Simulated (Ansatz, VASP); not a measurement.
# One calculation of WS2, two programs

```
S W
1.0
     3.15929    0.00000    0.00000
    -1.57964    2.73602    0.00000
     0.00000    0.00000   20.15214
S W
2 1
Direct
  0.33333 0.66667 0.42179
  0.33333 0.66667 0.57821
  0.66667 0.33333 0.50000
```

Alike in both runs: task single point; functional PBE; dispersion D3(BJ); k mesh 39 × 39 × 1; occupations gaussian, width 0.05 eV; no spin polarisation.

|  | VASP | Ansatz |
| --- | --- | --- |
| version | VASP 6.6.1 | Ansatz 0.2.0 |
| potentials or method | VASP PAW PBE potentials, release 64 (S, W_sv), cutoff 520 eV | scalar-relativistic, plane waves, PAW |
| valence electrons in the cell | 26 | 26 |

|  | VASP | Ansatz | Ansatz less VASP |
| --- | --- | --- | --- |
| gap on the k mesh at the Fermi level (eV) | 1.92 | 1.92 | -0.004 |

Ansatz's warnings: band edge not confirmed under output density.

Neither program's run includes spin-orbit coupling.
